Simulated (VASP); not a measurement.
A run of VASP 6.6.1 is set up as follows.

The input INCAR:

```
PREC = Accurate
ENCUT = 520
EDIFF = 1E-7
ISMEAR = 0
SIGMA = 0.1
LREAL = F
LASPH = T
NELM = 80
ALGO = Fast
ISIF = 2
LWAVE = F
LCHARG = F
GGA = PS
NBANDS = 43
```

KPOINTS

```
Automatic mesh
0
Gamma
  10 10 4
```

POSCAR

```
ZrAg2
1.0
    3.4414768105      0.0000000000      0.0000000000
    0.0000000000      3.4414768105      0.0000000000
    0.0000000000      0.0000000000      9.0071148729
Zr Ag
2 4
Direct
    0.0000000000      0.0000000000      0.0000000000
    0.5000000000      0.5000000000      0.5000000000
    0.5000000000      0.5000000000      0.1729584390
    0.0000000000      0.0000000000      0.3270415610
    0.0000000000      0.0000000000      0.6729584390
    0.5000000000      0.5000000000      0.8270415610
```

Potentials or basis: VASP PAW PBE potentials, release 64 (Zr_sv, Ag).

Run with:

```bash
$ cat potpaw_PBE.64/Zr_sv/POTCAR potpaw_PBE.64/Ag/POTCAR > POTCAR
$ mpirun -np 1 vasp_std > vasp.out
```

Question: Estimate the largest force.

Answer: 0.041 eV/Å.

Question: Estimate the pressure.

Answer: 3.7 GPa.

Stress tensor (GPa, compression positive):
```
4.58 0.00 0.00
0.00 4.58 0.00
0.00 0.00 1.98
```

Caveat: the cell differs from its parent crystal (biaxial strain in the a-b plane: -2.0 %); the cell stands under pressure; the PAW data sets were made with another functional, which shifts forces and pressure a little.
